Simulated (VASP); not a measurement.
# InSe in VASP: notebook

The runs below take InSe through single point, with PBE.

All numbers are computed with VASP 6.6.1; they aren't measurements. Logs are shortened: lines on timing, memory, paths and dates and some standing lists are left out, and cuts for length are marked.

## 1. The cell of the first run

The structure is monoclinic, space group C2/m (No. 12). The conventional cell has a = 11.679 Å, b = 4.221 Å, c = 5.441 Å, α = 90.00°, β = 107.06°, γ = 90.00°. Within 3.5 Å of In (site symmetry m) lie 3 Se at 2.69 to 2.74 Å and 1 In at 2.84 Å. Se (site symmetry m) has 3 In at 2.69 to 2.74 Å within 3.5 Å.

## 2. Single point, PBE (atoms displaced along a vibrational mode, the cell strained)

INCAR

```
SYSTEM = InSe
PREC = Accurate ; ENCUT = 520
EDIFF = 1E-6 ; ISMEAR = 0
SIGMA = 0.05 ; LREAL = .False.
LASPH = .True. ; NELM = 60
ALGO = Normal ; ISIF = 2
LWAVE = .False. ; LCHARG = .False.
GGA = PE ; NBANDS = 27
```

KPOINTS

```
regular mesh
0
Gamma
  8 8 6
  0 0 0
```

POSCAR

```
InSe
1.0
    5.8392919807     -2.1105356280     -0.0132525201
    5.8392919807      2.1105356280     -0.0132525201
   -1.5847151896      0.0000000000      5.2053697564
In Se
2 2
Direct
    0.8879009556      0.8879009556      0.0533034054
    0.1120990444      0.1120990444      0.9466965946
    0.6663292635      0.6663292635      0.6952062322
    0.3336707365      0.3336707365      0.3047937678
```

Potentials or basis: VASP PAW PBE potentials, release 64 (In_d, Se).

Run with:

```sh
cat potpaw_PBE.64/In_d/POTCAR potpaw_PBE.64/Se/POTCAR > POTCAR
mpirun -np 1 vasp_std > vasp.out
```

OUTCAR:

```text
SYSTEM = InSe
   PREC = Accurate
   ENCUT = 520
   EDIFF = 1E-6
   ISMEAR = 0
   LREAL = .False.
   LASPH = .True.
   NELM = 60
   ISIF = 2
   GGA = PE

 ion  position               nearest neighbor table
   1  0.888  0.888  0.053-   4 2.69   4 2.69   3 2.74   2 2.84   2 3.75   2 3.75
   2  0.112  0.112  0.947-   3 2.69   3 2.69   4 2.74   1 2.84   1 3.75   1 3.75
   3  0.666  0.666  0.695-   2 2.69   2 2.69   1 2.74
   4  0.334  0.334  0.305-   1 2.69   1 2.69   2 2.74

  LATTYP: Found a base centered monoclinic cell.
 ALAT       =    11.6786140385
 B/A-ratio  =     0.3614359754
 C/A-ratio  =     0.4659156917
 COS(beta)  =    -0.2934114441

  Lattice vectors:

 A1 = (   5.8392919807,  -2.1105356280,  -0.0132525201)
 A2 = (   5.8392919807,   2.1105356280,  -0.0132525201)
 A3 = (  -1.5847151896,   0.0000000000,   5.2053697564)

Analysis of symmetry for initial positions (statically):
=====================================================================
 Subroutine PRICEL returns:
 Original cell was already a primitive cell.

 Routine SETGRP: Setting up the symmetry group for a
 base centered monoclinic supercell.

 Subroutine GETGRP returns: Found  4 space group operations
 (whereof  4 operations were pure point group operations)
 out of a pool of  4 trial point group operations.

The static configuration has the point symmetry C_2h.

Analysis of symmetry for dynamics (positions and initial velocities):
=====================================================================
 Subroutine PRICEL returns:
 Original cell was already a primitive cell.

 Routine SETGRP: Setting up the symmetry group for a
 base centered monoclinic supercell.

 Subroutine GETGRP returns: Found  4 space group operations
 (whereof  4 operations were pure point group operations)
 out of a pool of  4 trial point group operations.

The dynamic configuration has the point symmetry C_2h.

 Subroutine INISYM returns: Found  4 space group operations
 (whereof  4 operations are pure point group operations),
 and found     1 'primitive' translations

----------------------------------------------------------------------------------------

                                     Primitive cell

  volume of cell :     128.2137

  direct lattice vectors                    reciprocal lattice vectors
     5.839291981 -2.110535628 -0.013252520     0.085686023 -0.236906685  0.026086128
     5.839291981  2.110535628 -0.013252520     0.085686023  0.236906685  0.026086128
    -1.584715190  0.000000000  5.205369756     0.000436302  0.000000000  0.192242139

  length of vectors
     6.209014986  6.209014986  5.441249538     0.253273288  0.253273288  0.192242634

  position of ions in fractional coordinates (direct lattice)
     0.887900956  0.887900956  0.053303405
     0.112099044  0.112099044  0.946696595
     0.666329264  0.666329264  0.695206232
     0.333670736  0.333670736  0.304793768

  ion indices of the primitive-cell ions
   primitive index   ion index
                 1           1
                 2           2
                 3           3
                 4           4

----------------------------------------------------------------------------------------

 KPOINTS: regular mesh

Automatic generation of k-mesh.
 Grid dimensions read from file:
 generate k-points for:    8    8    6

 Generating k-lattice:

  Cartesian coordinates                     Fractional coordinates (reciprocal lattice)
     0.010710753 -0.029613336  0.003260766     0.125000000  0.000000000  0.000000000
     0.010710753  0.029613336  0.003260766     0.000000000  0.125000000  0.000000000
     0.000072717  0.000000000  0.032040356    -0.000000000 -0.000000000  0.166666667

  Length of vectors
     0.031659161  0.031659161  0.032040439

  Shift w.r.t. Gamma in fractional coordinates (k-lattice)
     0.000000000  0.000000000  0.000000000

 Subroutine IBZKPT returns following result:
 ===========================================

 Found    114 irreducible k-points:

 Following reciprocal coordinates:
            Coordinates               Weight
  0.000000  0.000000  0.000000      1.000000
  0.125000 -0.000000  0.000000      4.000000
  0.250000 -0.000000  0.000000      4.000000
  0.375000 -0.000000  0.000000      4.000000
  0.500000 -0.000000  0.000000      2.000000
  0.125000  0.125000  0.000000      2.000000
[... 16 lines left out ...]
  0.125000 -0.000000  0.166667      4.000000
  0.250000 -0.000000  0.166667      4.000000
 [... further k-points ...]
   k-points           NKPTS =    114   k-points in BZ     NKDIM =    114   number of bands    NBANDS=     27
   number of dos      NEDOS =    301   number of ions     NIONS =      4
   total plane-waves  NPLWV =  92160
   dimension x,y,z NGX =    48 NGY =   48 NGZ =   40
   dimension x,y,z NGXF=    96 NGYF=   96 NGZF=   80
   ions per type =               2   2
   NGX,Y,Z   is equivalent  to a cutoff of  12.85, 12.85, 12.22 a.u.
   NGXF,Y,Z  is equivalent  to a cutoff of  25.70, 25.70, 24.44 a.u.
 SYSTEM =  InSe
   PREC   = accura    normal or accurate (medium, high low for compatibility)
   ISTART =      0    job   : 0-new  1-cont  2-samecut
   ICHARG =      2    charge: 1-file 2-atom 10-const
   ISPIN  =      1    spin polarized calculation?
   LNONCOLLINEAR =      F non collinear calculations
   LSORBIT =      F    spin-orbit coupling
   LASPH  =      T    aspherical Exc in radial PAW
   ENCUT  =  520.0 eV  38.22 Ry    6.18 a.u.  11.54 11.54 10.12*2*pi/ulx,y,z
   NELM   =     60;   NELMIN=  2; NELMDL= -5     # of ELM steps
   EDIFF  = 0.1E-05   stopping-criterion for ELM
   LREAL  =      F    real-space projection
   EDIFFG = 0.1E-04   stopping-criterion for IOM
   NSW    =      0    number of steps for IOM
   IBRION =     -1    ionic relax: 0-MD 1-quasi-New 2-CG
   NFREE  =      0    steps in history (QN), initial steepest desc. (CG)
   ISIF   =      2    stress and relaxation
   ISYM   =      2    0-nonsym 1-usesym 2-fastsym
   POTIM  = 0.5000    time-step for ionic-motion
   TEBEG  =    0.0;   TEEND  =   0.0 temperature during run
   PSTRESS=    0.0 pullay stress
   NELECT =      38.0000    total number of electrons
   NUPDOWN=      -1.0000    fix difference up-down
   EMIN   =  10.00;   EMAX   =-10.00  energy-range for DOS
   EFERMI =   0.00;   METHOD = LEGACY
   ISMEAR =     0;   SIGMA  =   0.05  broadening in eV -4-tet -1-fermi 0-gaus
   EFERMI_NEDOS =   21; number of points for ismear=-14 and -15
   IALGO  =     38    algorithm
   IMIX   =      4    mixing-type and parameters
     AMIX     =   0.40;   BMIX     =  1.00
     AMIX_MAG =   1.60;   BMIX_MAG =  1.00
  volume/ion in A,a.u.               =      32.05       216.31
  Fermi-wavevector in a.u.,A,eV,Ry     =   1.091502  2.062640 16.209668  1.191377
  Thomas-Fermi vector in A             =   2.227749
   LORBIT       =      0    0 simple, 1 ext, 2 COOP (PROOUT), +10 PAW based schemes
   GGA     = PE    functional components
   LHFCALC =     F    Hartree Fock is set to
   AEXX    =    0.0000 exact exchange contribution
   IVDW    =     0    specifies the selected vdW correction
   LEPSILON=     F    determine dielectric tensor
   LRPA    =     F    only Hartree local field effects (RPA)
 non-spin polarized calculation
 Gauss-broadening in eV      SIGMA  =   0.05
  energy-cutoff  :      520.00
  volume of cell :      128.21
 maximum number of plane-waves:      3473
 NGX is ok and might be reduce to    48
   NGX = 23   NGY = 23   NGZ = 21

 number of electron      38.0000000 magnetization

 Free energy of the ion-electron system (eV)
  ---------------------------------------------------
  ext. energy  EPLUGINS =         0.00000000
  ---------------------------------------------------
  free energy    TOTEN  =       -14.06224847 eV

  energy without entropy =      -14.06224847  energy(sigma->0) =      -14.06224847

 E-fermi :   3.3196     XC(G=0):  -8.4695

 val. band max:        3.1146276882   @ k =   0.5000   0.5000   0.0000
 cond. band min:       4.0279463283   @ k =  -0.0000  -0.0000   0.5000
 fundamental gap:      0.9133186401
 Fermi energy:         3.3196449920

 k-point     1 :       0.0000    0.0000    0.0000
  band No.  band energies     occupation
      1     -11.4839      2.00000
      2     -11.3922      2.00000
      3     -11.2419      2.00000
      4     -11.2112      2.00000
      5     -11.1781      2.00000
      6     -11.1777      2.00000
[... 19 lines left out ...]
     26       9.4682      0.00000
     27      10.6811      0.00000

 k-point     2 :       0.1250   -0.0000    0.0000
  band No.  band energies     occupation
      1     -11.4817      2.00000
      2     -11.3911      2.00000
      3     -11.2855      2.00000
      4     -11.1968      2.00000
      5     -11.1924      2.00000
      6     -11.1669      2.00000
[... 19 lines left out ...]
     26       9.3245      0.00000
     27      10.8075      0.00000

 k-point     3 :       0.2500   -0.0000    0.0000
  band No.  band energies     occupation
      1     -11.4800      2.00000
      2     -11.3885      2.00000
      3     -11.3531      2.00000
      4     -11.2155      2.00000
      5     -11.1798      2.00000
      6     -11.1558      2.00000
[... 19 lines left out ...]
     26       9.5511      0.00000
     27      10.4874      0.00000

 k-point     4 :       0.3750   -0.0000    0.0000
  band No.  band energies     occupation
      1     -11.4895      2.00000
      2     -11.3976      2.00000
      3     -11.3814      2.00000
      4     -11.2373      2.00000
      5     -11.1707      2.00000
      6     -11.1640      2.00000
[... 19 lines left out ...]
     26       9.6372      0.00000
     27      10.5823      0.00000
[... 516 lines left out ...]
      4     -11.2107      2.00000
      5     -11.1783      2.00000
      6     -11.1780      2.00000
[... 19 lines left out ...]
     26       9.5968      0.00000
     27      10.4000      0.00000

 k-point    23 :       0.1250   -0.0000    0.1667
  band No.  band energies     occupation
      1     -11.4852      2.00000
      2     -11.3904      2.00000
      3     -11.2843      2.00000
      4     -11.1965      2.00000
      5     -11.1927      2.00000
      6     -11.1670      2.00000
[... 19 lines left out ...]
     26       9.2746      0.00000
     27      10.7068      0.00000

 k-point    24 :       0.2500   -0.0000    0.1667
  band No.  band energies     occupation
      1     -11.4851      2.00000
      2     -11.3882      2.00000
      3     -11.3492      2.00000
      4     -11.2166      2.00000
      5     -11.1791      2.00000
      6     -11.1554      2.00000
[... 19 lines left out ...]
     26       9.7246      0.00000
     27      10.7155      0.00000

 [... further k-points ...]
[... 5 lines left out ...]
  --------------------------------------------------------------------------------------
  -------------------------------------------------------------------------------------
  Total       -0.6723830     -0.2974006      0.1646635      0.0000000      0.0000000     -0.5019246
  in kB       -8.4022006     -3.7163634      2.0576600      0.0000000      0.0000000     -6.2721259
  external PRESSURE =      -3.3536347 kB  Pullay stress =       0.0000000 kB

 VOLUME and BASIS-vectors are now :
 -----------------------------------------------------------------------------
  energy-cutoff  :      520.00
  volume of cell :      128.21
      direct lattice vectors                 reciprocal lattice vectors
     5.839291981 -2.110535628 -0.013252520     0.085686023 -0.236906685  0.026086128
     5.839291981  2.110535628 -0.013252520     0.085686023  0.236906685  0.026086128
    -1.584715190  0.000000000  5.205369756     0.000436302  0.000000000  0.192242139

 POSITION                                       TOTAL-FORCE (eV/Angst)
 -----------------------------------------------------------------------------------
     10.28496      0.00000      0.25393         0.004111      0.000000     -0.136287
     -0.19109      0.00000      4.92493        -0.004111      0.000000      0.136287
      6.68008      0.00000      3.60114         0.119032      0.000000     -0.118772
      3.41379      0.00000      1.57772        -0.119032      0.000000      0.118772
 -----------------------------------------------------------------------------------
    total drift:                                0.000000     -0.000000     -0.000000

  FREE ENERGIE OF THE ION-ELECTRON SYSTEM (eV)
  ---------------------------------------------------
  free  energy   TOTEN  =       -14.0622484658 eV

  energy  without entropy=      -14.0622484658  energy(sigma->0) =      -14.06224847
```

It took 3.6 min on 1 thread of AMD EPYC 9R45 (Zen 5), shared host; peak memory 0.5 GiB.

Results:

* Free energy: -14.0622 eV
* Pressure: -0.3 GPa
* Largest force: 0.168 eV/Å
* Band gap on the k mesh: 0.91 eV (least direct gap 1.07 eV)

Forces in eV/Å, atoms in the order of the input:
```
In   0.004  0.000 -0.136
In  -0.004  0.000  0.136
Se   0.119  0.000 -0.119
Se  -0.119  0.000  0.119
```

Caveat: the cell differs from its parent crystal (atoms displaced along a vibrational mode, the cell strained); spin-orbit coupling is left out, which moves the levels of the heavy elements. A k mesh can miss the band edges.

(Continued in part 2 of 2.)
